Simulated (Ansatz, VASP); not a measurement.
## Two plane-wave programs on LiF

```
CELL_PARAMETERS angstrom
3.20534 0.00000 0.00000
-1.60267 2.77591 0.00000
0.00000 0.00000 4.69647
ATOMIC_POSITIONS crystal
Li 0.33333 0.66667 0.38398
Li 0.66667 0.33333 0.88398
F 0.33333 0.66667 0.99102
F 0.66667 0.33333 0.49102
```

Alike in both runs: task single point; functional LDA; k mesh 9 × 9 × 6; occupations gaussian, width 0.05 eV; no spin polarisation.

|  | VASP | Ansatz |
| --- | --- | --- |
| version | VASP 6.6.1 | Ansatz 0.2.0 |
| potentials or method | VASP PAW LDA potentials, release 64 (Li_sv, F), cutoff 520 eV | scalar-relativistic, plane waves, PAW |
| valence electrons in the cell | 20 | 20 |

|  | VASP | Ansatz | Ansatz less VASP |
| --- | --- | --- | --- |
| gap on the k mesh at the Fermi level (eV) | 7.14 | 7.16 | +0.013 |
| least direct gap on the mesh (eV) | 7.14 | 7.16 | +0.013 |
| rms of the force components (eV/Å) | 0.069 | 0.066 | -0.0028 |

LDA's correlation is that of Perdew and Zunger in VASP and of Perdew and Wang (1992) in Ansatz. Atom by atom the forces differ by 0.003 eV/Å (rms over components).

Noted on VASP's run: the cutoff is short for stress, so the pressure is rough.
